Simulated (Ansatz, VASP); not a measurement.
**One calculation of CdAu2, two programs**

```
Cd Au
1.0
     0.00000    3.94121    3.94121
     3.94121    0.00000    3.94121
     3.94121    3.94121    0.00000
Cd Au
2 4
Direct
  0.00000 0.00000 0.00000
  0.25000 0.25000 0.25000
  0.62500 0.62500 0.62500
  0.12500 0.62500 0.62500
  0.62500 0.62500 0.12500
  0.62500 0.12500 0.62500
```

Alike in both runs: task single point; functional PBE; k mesh 4 × 4 × 4; occupations gaussian, width 0.1 eV; no spin polarisation.

```csv
,VASP,Ansatz
version,VASP 6.6.1,Ansatz 0.2.0
potentials or method,"VASP PAW PBE potentials, release 64 (Cd, Au), cutoff 520 eV","scalar-relativistic, plane waves, PAW"
valence electrons in the cell,68,116
```

|  | VASP | Ansatz | Ansatz less VASP |
| --- | --- | --- | --- |
| gap on the k mesh at the Fermi level (eV) | none | none | - |
| pressure (GPa) | -0.2 | -0.2 | +0.02 |

A gap of «none» marks a metal or a gap that the smearing closes. With one functional, cell and mesh, what is left measures potentials, basis and numerics. VASP's potentials hold 68 valence electrons a cell and Ansatz's 116, so a difference there can come from the potentials and not from the codes.

Neither program's run includes spin-orbit coupling.
